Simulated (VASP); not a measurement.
# KCl (I4/mmm) in VASP: a series of runs

Runs on KCl. Level: PBE. Tasks: single point.

All numbers are computed with VASP 6.6.1; they aren't measurements. Logs are shortened: lines on timing, memory, paths and dates and some standing lists are left out, and cuts for length are marked.

### Step 1. The cell of the first run

The structure is tetragonal, space group I4/mmm (No. 139). The conventional cell has a = 4.106 Å, b = 4.106 Å, c = 6.817 Å, α = 90.00°, β = 90.00°, γ = 90.00°. Within 3.8 Å of K (site symmetry 4/mmm) lie 6 Cl at 2.90 to 3.41 Å. Within 3.8 Å of Cl (site symmetry 4/mmm) lie 6 K at 2.90 to 3.41 Å.

### Step 2. Single point, PBE (strain -0.080 along x and y, +0.080 along z)

File INCAR:

```
  ALGO = Normal
  EDIFF = 1E-6
  ENCUT = 520
  GGA = PE
  ISIF = 2
  ISMEAR = 0
  LASPH = True
  LCHARG = False
  LREAL = False
  LWAVE = False
  NBANDS = 15
  NELM = 80
  PREC = Accurate
  SIGMA = 0.05
```

File KPOINTS:

```
k-points
0
Gamma
  6 6 6
```

File POSCAR:

```
KCl
1.0
    0.0000000000      2.9036120000      3.4085880000
    2.9036120000      0.0000000000      3.4085880000
    2.9036120000      2.9036120000      0.0000000000
K Cl
1 1
Direct
    0.0000000000      0.0000000000      0.0000000000
    0.5000000000      0.5000000000      0.5000000000
```

Potentials or basis: VASP PAW PBE potentials, release 64 (K_sv, Cl).

Started as:

```console
> cat potpaw_PBE.64/K_sv/POTCAR potpaw_PBE.64/Cl/POTCAR > POTCAR
> mpirun -np 1 vasp_std > vasp.out
```

OUTCAR:

```text
EDIFF = 1E-6
   ENCUT = 520
   GGA = PE
   ISIF = 2
   ISMEAR = 0
   LASPH = True
   LREAL = False
   NELM = 80
   PREC = Accurate

 ion  position               nearest neighbor table
   1  0.000  0.000  0.000-   2 2.90   2 2.90   2 2.90   2 2.90
   2  0.500  0.500  0.500-   1 2.90   1 2.90   1 2.90   1 2.90

  LATTYP: Found a body centered tetragonal cell.
 ALAT       =     4.1063274703
 C/A-ratio  =     1.6601637471

  Lattice vectors:

 A1 = (  -2.9036120000,   0.0000000000,   3.4085880000)
 A2 = (   2.9036120000,   0.0000000000,   3.4085880000)
 A3 = (   0.0000000000,   2.9036120000,  -3.4085880000)

Analysis of symmetry for initial positions (statically):
=====================================================================
 Subroutine PRICEL returns:
 Original cell was already a primitive cell.

 Routine SETGRP: Setting up the symmetry group for a
 body centered tetragonal supercell.

 Subroutine GETGRP returns: Found 16 space group operations
 (whereof 16 operations were pure point group operations)
 out of a pool of 16 trial point group operations.

The static configuration has the point symmetry D_4h.

Analysis of symmetry for dynamics (positions and initial velocities):
=====================================================================
 Subroutine PRICEL returns:
 Original cell was already a primitive cell.

 Routine SETGRP: Setting up the symmetry group for a
 body centered tetragonal supercell.

 Subroutine GETGRP returns: Found 16 space group operations
 (whereof 16 operations were pure point group operations)
 out of a pool of 16 trial point group operations.

The dynamic configuration has the point symmetry D_4h.

 Subroutine INISYM returns: Found 16 space group operations
 (whereof 16 operations are pure point group operations),
 and found     1 'primitive' translations

----------------------------------------------------------------------------------------

                                     Primitive cell

  volume of cell :      57.4754

  direct lattice vectors                    reciprocal lattice vectors
     0.000000000  2.903612000  3.408588000    -0.172199316  0.172199316  0.146688306
     2.903612000  0.000000000  3.408588000     0.172199316 -0.172199316  0.146688306
     2.903612000  2.903612000  0.000000000     0.172199316  0.172199316 -0.146688306

  length of vectors
[... 90 lines left out ...]
   POTIM  = 0.5000    time-step for ionic-motion
   TEBEG  =    0.0;   TEEND  =   0.0 temperature during run
   PSTRESS=    0.0 pullay stress
   NELECT =      16.0000    total number of electrons
   NUPDOWN=      -1.0000    fix difference up-down
   EMIN   =  10.00;   EMAX   =-10.00  energy-range for DOS
   EFERMI =   0.00;   METHOD = LEGACY
   ISMEAR =     0;   SIGMA  =   0.05  broadening in eV -4-tet -1-fermi 0-gaus
   EFERMI_NEDOS =   21; number of points for ismear=-14 and -15
   IALGO  =     38    algorithm
   IMIX   =      4    mixing-type and parameters
     AMIX     =   0.40;   BMIX     =  1.00
     AMIX_MAG =   1.60;   BMIX_MAG =  1.00
  volume/ion in A,a.u.               =      28.74       193.93
  Fermi-wavevector in a.u.,A,eV,Ry     =   1.068942  2.020008 15.546529  1.142638
  Thomas-Fermi vector in A             =   2.204606
   LORBIT       =      0    0 simple, 1 ext, 2 COOP (PROOUT), +10 PAW based schemes
   GGA     = PE    functional components
   LHFCALC =     F    Hartree Fock is set to
   AEXX    =    0.0000 exact exchange contribution
   IVDW    =     0    specifies the selected vdW correction
   LEPSILON=     F    determine dielectric tensor
   LRPA    =     F    only Hartree local field effects (RPA)
 non-spin polarized calculation
 Gauss-broadening in eV      SIGMA  =   0.05
  energy-cutoff  :      520.00
  volume of cell :       57.48
 maximum number of plane-waves:      1565
 NGX is ok and might be reduce to    36
   NGX = 17   NGY = 17   NGZ = 15

 number of electron      15.9999999 magnetization

 Free energy of the ion-electron system (eV)
  ---------------------------------------------------
  ext. energy  EPLUGINS =         0.00000000
  ---------------------------------------------------
  free energy    TOTEN  =        -6.59811646 eV

  energy without entropy =       -6.59811646  energy(sigma->0) =       -6.59811646

 E-fermi :  -1.0976     XC(G=0):  -7.8384

 val. band max:       -1.4269248244   @ k =   0.0000   0.0000   0.0000
 cond. band min:       3.8470992668   @ k =   0.0000   0.0000   0.0000
 fundamental gap:      5.2740240912
 Fermi energy:        -1.0975827288

 k-point     1 :       0.0000    0.0000    0.0000
  band No.  band energies     occupation
      1     -28.4475      2.00000
      2     -13.7443      2.00000
      3     -11.9363      2.00000
      4     -11.9251      2.00000
      5     -11.9251      2.00000
      6      -1.5965      2.00000
      7      -1.4269      2.00000
      8      -1.4269      2.00000
      9       3.8471      0.00000
     10       6.2598      0.00000
     11       7.3430      0.00000
     12       7.3430      0.00000
     13       7.7308      0.00000
     14       8.1885      0.00000
[... 401 lines left out ...]
      2     -13.7541      2.00000
      3     -12.0687      2.00000
      4     -11.9853      2.00000
      5     -11.9218      2.00000
      6      -2.1709      2.00000
      7      -1.8960      2.00000
      8      -1.8202      2.00000
      9       5.4133      0.00000
     10       7.0887      0.00000
     11       8.7372      0.00000
     12       9.4982      0.00000
     13       9.7463      0.00000
     14      10.1565      0.00000
     15      11.0011      0.00000

 [... further k-points ...]

------------------------ aborting loop because EDIFF is reached ----------------------------------------

  FORCE on cell =-STRESS in cart. coord.  units (eV):
  Direction    XX          YY          ZZ          XY          YZ          ZX
  --------------------------------------------------------------------------------------
  -------------------------------------------------------------------------------------
  Total        2.4918450      2.4918450     -0.2481531      0.0000000      0.0000000      0.0000000
  in kB       69.4624235     69.4624235     -6.9174908      0.0000000      0.0000000      0.0000000
  external PRESSURE =      44.0024521 kB  Pullay stress =       0.0000000 kB

 VOLUME and BASIS-vectors are now :
 -----------------------------------------------------------------------------
  energy-cutoff  :      520.00
  volume of cell :       57.48
      direct lattice vectors                 reciprocal lattice vectors
     0.000000000  2.903612000  3.408588000    -0.172199316  0.172199316  0.146688306
     2.903612000  0.000000000  3.408588000     0.172199316 -0.172199316  0.146688306
     2.903612000  2.903612000  0.000000000     0.172199316  0.172199316 -0.146688306

 POSITION                                       TOTAL-FORCE (eV/Angst)
 -----------------------------------------------------------------------------------
      0.00000      0.00000      0.00000         0.000000      0.000000     -0.000000
      2.90361      2.90361      3.40859         0.000000      0.000000      0.000000
 -----------------------------------------------------------------------------------
    total drift:                                0.000000      0.000000      0.000000

  FREE ENERGIE OF THE ION-ELECTRON SYSTEM (eV)
  ---------------------------------------------------
  free  energy   TOTEN  =        -6.5981164621 eV

  energy  without entropy=       -6.5981164621  energy(sigma->0) =       -6.59811646
```

OSZICAR:

```text
N       E                     dE             d eps       ncg     rms          rms(c)
DAV:   1     0.102569322922E+03    0.10257E+03   -0.72339E+03   900   0.966E+02
DAV:   2    -0.751999027889E+00   -0.10332E+03   -0.96581E+02  1204   0.241E+02
DAV:   3    -0.665986000405E+01   -0.59079E+01   -0.58794E+01  1230   0.513E+01
DAV:   4    -0.689855249488E+01   -0.23869E+00   -0.23863E+00  1373   0.901E+00
DAV:   5    -0.690054535369E+01   -0.19929E-02   -0.19928E-02  1237   0.877E-01    0.445E+00
DAV:   6    -0.660235414625E+01    0.29819E+00   -0.44310E-01  1103   0.352E+00    0.353E+00
DAV:   7    -0.658528834962E+01    0.17066E-01   -0.12370E-01  1201   0.204E+00    0.193E+00
DAV:   8    -0.659698840816E+01   -0.11700E-01   -0.19144E-02  1101   0.104E+00    0.234E-01
DAV:   9    -0.659738638371E+01   -0.39798E-03   -0.56312E-04  1223   0.157E-01    0.118E-01
DAV:  10    -0.659810513346E+01   -0.71875E-03   -0.81108E-04   928   0.174E-01    0.300E-02
DAV:  11    -0.659811242097E+01   -0.72875E-05   -0.20912E-05  1269   0.329E-02    0.577E-03
DAV:  12    -0.659811619439E+01   -0.37734E-05   -0.41114E-06   970   0.146E-02    0.198E-03
DAV:  13    -0.659811646206E+01   -0.26767E-06   -0.39936E-07   919   0.462E-03
   1 F= -.65981165E+01 E0= -.65981165E+01  d E =-.375373E-22
```

stdout:

```text
POSCAR found type information on POSCAR K Cl
 POSCAR found :  2 types and       2 ions
 scaLAPACK will be used
 LDA part: xc-table for (Slater+PW92), standard interpolation
 POSCAR, INCAR and KPOINTS ok, starting setup
 FFT: planning ... GRIDC
 FFT: planning ... GRID_SOFT
 FFT: planning ... GRID
 WAVECAR not read
 entering main loop
```

It took 44 s on 1 thread of AMD EPYC 7R13, shared host; peak memory 0.17 GiB.

Results:

```yaml
Free_energy: -6.5981 eV
Pressure: 4.4 GPa
Band_gap_on_the_k_mesh: 5.27 eV, direct
```

Stress tensor (GPa, compression positive):
```
 6.95  0.00  0.00
 0.00  6.95  0.00
 0.00  0.00 -0.69
```

Caveat: the cell differs from its parent crystal (strain -0.080 along x and y, +0.080 along z).

### Step 3. Single point, PBE (strain +0.000 along x and y, -0.080 along z)

File INCAR:

```
SYSTEM = KCl
PREC = Accurate
ENCUT = 520
EDIFF = 1E-6
ISMEAR = 0
SIGMA = 0.05
LREAL = .False.
LASPH = .True.
NELM = 60
ALGO = Normal
ISIF = 2
LWAVE = .False.
LCHARG = .False.
GGA = PE
NBANDS = 15
```

File KPOINTS:

```
regular mesh
0
Gamma
  6 6 6
  0 0 0
```

File POSCAR:

```
KCl
1.0
    0.0000000000      3.1561000000      2.9036120000
    3.1561000000      0.0000000000      2.9036120000
    3.1561000000      3.1561000000      0.0000000000
K Cl
1 1
Direct
    0.0000000000      0.0000000000      0.0000000000
    0.5000000000      0.5000000000      0.5000000000
```

Potentials or basis: VASP PAW PBE potentials, release 64 (K_sv, Cl).

Started as:

```console
> cat potpaw_PBE.64/K_sv/POTCAR potpaw_PBE.64/Cl/POTCAR > POTCAR
> mpirun -np 1 vasp_std > vasp.out
```

Run time: 41 s. Hardware: 1 thread of AMD EPYC 7R13, shared host; peak memory 0.16 GiB.

Results (log left out):

* Free energy: -6.7059 eV
* Pressure: 3.1 GPa
* Band gap on the k mesh: 5.33 eV, direct

Stress tensor (GPa, compression positive):
```
1.25 0.00 0.00
0.00 1.25 0.00
0.00 0.00 6.74
```

Levels at points of the mesh, in eV from the valence-band top:
| k point | band 6 | band 7 | band 8 | band 9 | band 10 | band 11 |
| --- | --- | --- | --- | --- | --- | --- |
| (0.00, 0.00, 0.00) | -0.11 | -0.11 | 0.00 | 5.33 | 8.16 | 8.16 |
| (0.50, 0.00, 0.00) | -1.28 | -0.48 | -0.48 | 7.71 | 8.79 | 10.67 |
| (0.50, 0.50, 0.00) | -0.63 | -0.40 | -0.40 | 6.29 | 8.71 | 10.47 |
| (0.50, 0.00, 0.50) | -0.84 | -0.29 | -0.23 | 6.44 | 8.54 | 10.25 |

Caveat: the cell differs from its parent crystal (strain +0.000 along x and y, -0.080 along z).
